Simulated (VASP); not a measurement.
The system is Ru.

```
Ru
1.0
     2.70595    0.00000    0.00000
    -1.35297    2.34342    0.00000
     0.00000    0.00000    4.25791
Ru
2
Direct
  0.33333 0.66667 0.25000
  0.66667 0.33333 0.75000
```

Base run:

| Item | Value |
| --- | --- |
| Program | VASP 6.6.1 |
| Functional | r2SCAN |
| Potentials or basis | VASP PAW PBE potentials, release 64 (Ru_sv) |
| Cutoff | 620 eV |
| k mesh | 13 × 13 × 8 |
| Occupations | fermi-dirac, width 0.2 eV |
| Spin | no spin polarisation |

Its results: band gap on the k mesh zero (bands 16 and 17 overlap by 3.25 eV); pressure 0.9 GPa.

Task: The run is repeated on the same cell with these changes: occupations from fermi-dirac, width 0.2 eV to methfessel-paxton, width 0.6 eV. What comes out?

Result: Band gap on the k mesh zero (bands 16 and 17 overlap by 3.25 eV); pressure -0.2 GPa.

Caveats: the PAW data sets were made with another functional, which shifts forces and pressure a little; so wide a smearing shifts energies and pressures (at least some runs).
